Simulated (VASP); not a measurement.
# SiC: single point with r2SCAN

Crystal: SiC.

```
Si C
1.0
     0.00000    2.00008    2.34792
     2.00008    0.00000    2.34792
     2.00008    2.00008    0.00000
Si C
1 1
Direct
  0.00000 0.00000 0.00000
  0.75000 0.75000 0.75000
```

This cell differs from its parent crystal: strain -0.080 along x and y, +0.080 along z.

```
Program                : VASP 6.6.1
Task                   : single point
Functional             : r2SCAN
Potentials or basis    : VASP PAW PBE potentials, release 64 (Si, C)
Cutoff                 : 520 eV
k mesh                 : 12 × 12 × 12
Occupations            : gaussian, width 0.05 eV
Spin                   : no spin polarisation
Dipole correction      : no
Further INCAR settings : ALGO = Normal; EDIFF = 1e-06; NBANDS = 11
```

```json
{
  "Pressure": "23.8 GPa",
  "Band gap on the k mesh": "0.63 eV, indirect (least direct gap 4.49 eV)"
}
```

Stress tensor (GPa, compression positive):
```
 45.12   0.00   0.00
  0.00  45.12   0.00
  0.00   0.00 -18.93
```

Levels at points of the mesh, in eV from the valence-band top:
```
           k point  band 1  band 2  band 3  band 4  band 5  band 6  band 7  band 8
(0.00, 0.00, 0.00)  -17.64   -1.61   -0.08   -0.08    6.96    7.94    7.94    8.13
(0.50, 0.00, 0.00)  -13.56  -10.00   -2.98   -0.52    3.97    8.64    9.02   11.28
(0.50, 0.50, 0.00)  -12.96  -10.48   -2.77   -2.77    2.25    6.55   14.63   16.11
(0.50, 0.00, 0.50)  -11.52   -8.26   -4.85   -4.52    0.63    3.60   12.25   16.24
```

It took 3.8 min on 1 thread of AMD EPYC 7R43 64-Core Processor (Zen 3) (shared host), peak memory 0.12 GiB.

Caveat: the cell differs from its parent crystal (strain -0.080 along x and y, +0.080 along z); the PAW data sets were made with another functional, which shifts forces and pressure a little. A k mesh can miss the band edges.
